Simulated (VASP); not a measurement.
Na2YScC6N6:

```
CELL_PARAMETERS angstrom
0.00000 5.39600 5.39600
5.39600 0.00000 5.39600
5.39600 5.39600 0.00000
ATOMIC_POSITIONS crystal
Na 0.25000 0.25000 0.25000
Na 0.75000 0.75000 0.75000
Y 0.00000 0.00000 0.00000
Sc 0.50000 0.50000 0.50000
C 0.80486 0.19514 0.19514
C 0.19514 0.80486 0.19514
C 0.19514 0.19514 0.80486
C 0.19514 0.80486 0.80486
C 0.80486 0.19514 0.80486
C 0.80486 0.80486 0.19514
N 0.69644 0.30356 0.30356
N 0.30356 0.69644 0.30356
N 0.30356 0.30356 0.69644
N 0.30356 0.69644 0.69644
N 0.69644 0.30356 0.69644
N 0.69644 0.69644 0.30356
```

```yaml
Program: VASP 6.6.1
Task: relaxation of cell and atoms
Functional: PBE
Potentials_or_basis: VASP PAW PBE potentials, release 64 (Na_pv, Y_sv, Sc_sv, C, N)
Cutoff: 600 eV
k_mesh: 4 × 4 × 4
Occupations: gaussian, width 0.1 eV
Spin: no spin polarisation
```

At the start: pressure 15.5 GPa; volume 19.64 Å³/atom.

**Question.** How do energy, volume and symmetry change on relaxing?

**Answer.** Over 9 steps the energy falls by 299.5 meV/atom and the volume is 24.74 Å³/atom (+26.0 %); space group Fm-3m (No. 225, to 0.1 Å) before and after.

Step by step:
```
step  energy change (eV)  largest force (eV/Å)  pressure (GPa)  volume (Å³)
   1              0.0000                2.9934           15.47       314.23
   2             -4.6217                1.8347           -2.39       408.63
   3             -4.6422                1.7629           -1.47       399.46
   4              1.9488               20.4022           15.68       398.72
   5             -4.7173                0.5504           -0.10       399.37
   6             -4.7176                0.4476           -0.18       399.37
   7             -4.7644                0.2729           -0.10       398.00
   8             -4.7920                0.0475            0.10       395.73
   9             -4.7922                0.0343            0.07       395.91
```

Final structure:
```xyz
16
Lattice="0.0000 5.8280 5.8280 5.8280 0.0000 5.8280 5.8280 5.8280 0.0000" Properties=species:S:1:pos:R:3 pbc="T T T"
Na    2.9140    2.9140    2.9140
Na    8.7420    8.7420    8.7420
Y     0.0000    0.0000    0.0000
Sc    5.8280    5.8280    5.8280
C     2.4624    5.8280    5.8280
C     5.8280    2.4624    5.8280
C     5.8280    5.8280    2.4624
C     9.1936    5.8280    5.8280
C     5.8280    9.1936    5.8280
C     5.8280    5.8280    9.1936
N     3.6466    5.8280    5.8280
N     5.8280    3.6466    5.8280
N     5.8280    5.8280    3.6466
N     8.0095    5.8280    5.8280
N     5.8280    8.0095    5.8280
N     5.8280    5.8280    8.0095
```

Caveat: the volume moved by over 15 % at a fixed basis, so the end points are rough.
